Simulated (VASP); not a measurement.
A run of VASP 6.6.1 is set up as follows.

File INCAR:

```
SYSTEM = ZnCu
  PREC = Accurate
  ENCUT = 520
  EDIFF = 1E-7
  ISMEAR = -1
  SIGMA = 0.05
  LREAL = .False.
  LASPH = .True.
  NELM = 100
  ALGO = Normal
  ISIF = 2
  LWAVE = .False.
  LCHARG = .False.
  NBANDS = 18
```

KPOINTS

```
regular mesh
0
Gamma
  9 9 9
  0 0 0
```

Contents of POSCAR:

```
ZnCu
1.0
    2.8848810902      0.0000000000      0.0000000000
    0.0000000000      2.8848810902      0.0000000000
    0.0000000000      0.0000000000      2.8848810902
Zn Cu
1 1
Direct
    0.5000000000      0.5000000000      0.5000000000
    0.0000000000      0.0000000000      0.0000000000
```

Potentials or basis: VASP PAW LDA potentials, release 64 (Zn, Cu).

Command:

```sh
$ cat potpaw_LDA.64/Zn/POTCAR potpaw_LDA.64/Cu/POTCAR > POTCAR
$ mpirun -np 1 vasp_std > vasp.out
```

**Question.** Predict the pressure.

**Answer.** -1.2 GPa.
